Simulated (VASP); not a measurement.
# CaO in VASP: a series of runs, part 2 of 2

VASP 6.6.1. Earlier steps stand in the parts before.

## 4. Single point, r2SCAN (strain +0.000 along x and y, -0.030 along z)

Contents of POSCAR:

```
CaO
1.0
    0.0000000000      2.4490000000      2.3755300000
    2.4490000000      0.0000000000      2.3755300000
    2.4490000000      2.4490000000      0.0000000000
Ca O
1 1
Direct
    0.0000000000      0.0000000000      0.0000000000
    0.5000000000      0.5000000000      0.5000000000
```

Contents of INCAR.step1:

```
SYSTEM = CaO
  PREC = Accurate
  ENCUT = 520
  ISMEAR = 0
  SIGMA = 0.05
  LREAL = .False.
  LASPH = .True.
  NELM = 60
  NBANDS = 15
  GGA = PE
  ALGO = Normal
  EDIFF = 1E-4
  LWAVE = .True.
  LCHARG = .False.
```

Contents of INCAR.step2:

```
SYSTEM = CaO
  PREC = Accurate
  ENCUT = 520
  EDIFF = 1E-7
  ISMEAR = 0
  SIGMA = 0.05
  LREAL = .False.
  LASPH = .True.
  NELM = 60
  ALGO = Normal
  ISIF = 2
  LWAVE = .False.
  LCHARG = .False.
  METAGGA = R2SCAN
  LMIXTAU = .True.
  NBANDS = 15
  ISTART = 1
```

Contents of KPOINTS:

```
Automatic mesh
0
Gamma
  8 8 8
  0 0 0
```

Potentials or basis: VASP PAW PBE potentials, release 64 (Ca_sv, O).

The run is started by

```bash
cat potpaw_PBE.64/Ca_sv/POTCAR potpaw_PBE.64/O/POTCAR > POTCAR
cp INCAR.step1 INCAR
mpirun -np 1 vasp_std > vasp.out
cp INCAR.step2 INCAR
mpirun -np 1 vasp_std > vasp.out
```

OUTCAR:

```text
SYSTEM = CaO
   PREC = Accurate
   ENCUT = 520
   EDIFF = 1E-7
   ISMEAR = 0
   LREAL = .False.
   LASPH = .True.
   NELM = 60
   ISIF = 2
   METAGGA = R2SCAN
   ISTART = 1

 ion  position               nearest neighbor table
   1  0.000  0.000  0.000-   2 2.38   2 2.38   2 2.45   2 2.45   2 2.45   2 2.45
   2  0.500  0.500  0.500-   1 2.38   1 2.38   1 2.45   1 2.45   1 2.45   1 2.45

  LATTYP: Found a body centered tetragonal cell.
 ALAT       =     3.4634090143
 C/A-ratio  =     1.3717871555

  Lattice vectors:

 A1 = (   0.0000000000,  -2.4490000000,  -2.3755300000)
 A2 = (   0.0000000000,   2.4490000000,  -2.3755300000)
 A3 = (   2.4490000000,   0.0000000000,   2.3755300000)

Analysis of symmetry for initial positions (statically):
=====================================================================
 Subroutine PRICEL returns:
 Original cell was already a primitive cell.

 Routine SETGRP: Setting up the symmetry group for a
 body centered tetragonal supercell.

 Subroutine GETGRP returns: Found 16 space group operations
 (whereof 16 operations were pure point group operations)
 out of a pool of 16 trial point group operations.

The static configuration has the point symmetry D_4h.

[... 169 lines left out ...]
  band No.  band energies     occupation
      1     -37.2925      2.00000
      2     -17.2103      2.00000
      3     -17.2102      2.00000
      4     -17.1872      2.00000
      5     -14.5548      2.00000
      6       1.8475      2.00000
      7       1.8475      2.00000
      8       1.9182      2.00000
      9       7.0496      0.00000
     10       8.5980      0.00000
     11       8.5980      0.00000
     12       8.7923      0.00000
     13      10.0707      0.00000
     14      10.3866      0.00000
[... 401 lines left out ...]
      2     -18.0113      2.00000
      3     -17.2888      2.00000
      4     -17.2613      2.00000
      5     -13.7104      2.00000
      6      -0.0893      2.00000
      7       0.9433      2.00000
      8       1.1357      2.00000
      9       8.3309      0.00000
     10       9.9348      0.00000
     11      10.5532      0.00000
     12      10.6342      0.00000
     13      11.8547      0.00000
     14      12.4995      0.00000
     15      17.7465      0.00000

 [... further k-points ...]
[... 5 lines left out ...]
  --------------------------------------------------------------------------------------
  -------------------------------------------------------------------------------------
  Total       -0.7318554     -0.7318554      0.1474450      0.0000000     -0.0000000      0.0000000
  in kB      -41.1498025    -41.1498025      8.2903426      0.0000000     -0.0000000      0.0000000
  external PRESSURE =     -24.6697541 kB  Pullay stress =       0.0000000 kB

 VOLUME and BASIS-vectors are now :
 -----------------------------------------------------------------------------
  energy-cutoff  :      520.00
  volume of cell :       28.49
      direct lattice vectors                 reciprocal lattice vectors
     0.000000000  2.449000000  2.375530000    -0.204164965  0.204164965  0.210479346
     2.449000000  0.000000000  2.375530000     0.204164965 -0.204164965  0.210479346
     2.449000000  2.449000000  0.000000000     0.204164965  0.204164965 -0.210479346

 POSITION                                       TOTAL-FORCE (eV/Angst)
 -----------------------------------------------------------------------------------
      0.00000      0.00000      0.00000         0.000000     -0.000000      0.000000
      2.44900      2.44900      2.37553         0.000000      0.000000      0.000000
 -----------------------------------------------------------------------------------
    total drift:                                0.000000      0.000000      0.000000

  FREE ENERGIE OF THE ION-ELECTRON SYSTEM (eV)
  ---------------------------------------------------
  free  energy   TOTEN  =       -19.4403129756 eV

  energy  without entropy=      -19.4403129756  energy(sigma->0) =      -19.44031298
```

OSZICAR.step1:

```text
N       E                     dE             d eps       ncg     rms          rms(c)
DAV:   1     0.127591677030E+03    0.12759E+03   -0.83171E+03  1770   0.109E+03
DAV:   2    -0.892829370964E+01   -0.13652E+03   -0.12671E+03  2239   0.291E+02
DAV:   3    -0.143628460556E+02   -0.54346E+01   -0.54026E+01  2051   0.602E+01
DAV:   4    -0.145133595923E+02   -0.15051E+00   -0.15035E+00  2628   0.874E+00
DAV:   5    -0.145145982241E+02   -0.12386E-02   -0.12386E-02  1989   0.779E-01    0.857E+00
DAV:   6    -0.128815584121E+02    0.16330E+01   -0.52314E+00  1960   0.220E+01    0.367E+00
DAV:   7    -0.128011145071E+02    0.80444E-01   -0.41530E-01  1952   0.661E+00    0.181E+00
DAV:   8    -0.127982649988E+02    0.28495E-02   -0.77264E-02  2274   0.300E+00    0.416E-01
DAV:   9    -0.127968824253E+02    0.13826E-02   -0.43815E-03  1841   0.551E-01    0.112E-01
DAV:  10    -0.127975601181E+02   -0.67769E-03   -0.76139E-04  2120   0.242E-01    0.442E-02
DAV:  11    -0.127975371585E+02    0.22960E-04   -0.40028E-05  1515   0.809E-02
   1 F= -.12797537E+02 E0= -.12797537E+02  d E =-.706069E-24
```

Run time: 3.4 min. Hardware: 1 thread of Intel Xeon 8259CL, shared host; peak memory 0.18 GiB.

Results:

- Free energy: -19.4403 eV
- Pressure: -2.5 GPa
- Band gap on the k mesh: 4.08 eV (least direct gap 4.56 eV)

Caveat: the cell differs from its parent crystal (strain +0.000 along x and y, -0.030 along z); the PAW data sets were made with another functional, which shifts forces and pressure a little.

## 5. Overview

```tsv
cell	gap on the mesh (eV)	pressure (GPa)
a = 3.360 Å, angles 60.0°, 2 atoms	4.18	4.6
a = 3.386, b = 3.386, c = 3.411 Å, angles 59.7, 59.7, 60.5°, 2 atoms	4.13	0.8
a = 3.412, b = 3.412, c = 3.463 Å, angles 59.5, 59.5, 61.0°, 2 atoms	4.08	-2.5
```

Alike in all rows: task single point; level r2SCAN; potentials or basis VASP PAW PBE potentials, release 64 (Ca_sv, O); no spin polarisation; k mesh 8 × 8 × 8; cutoff (eV) 520; smearing gaussian 0.05 eV.

Caveats: the PAW data sets were made with another functional, which shifts forces and pressure a little; the cell stands under pressure (at least some runs).

Total energies depend on the potentials used, so only differences within one code and one set of settings carry meaning.
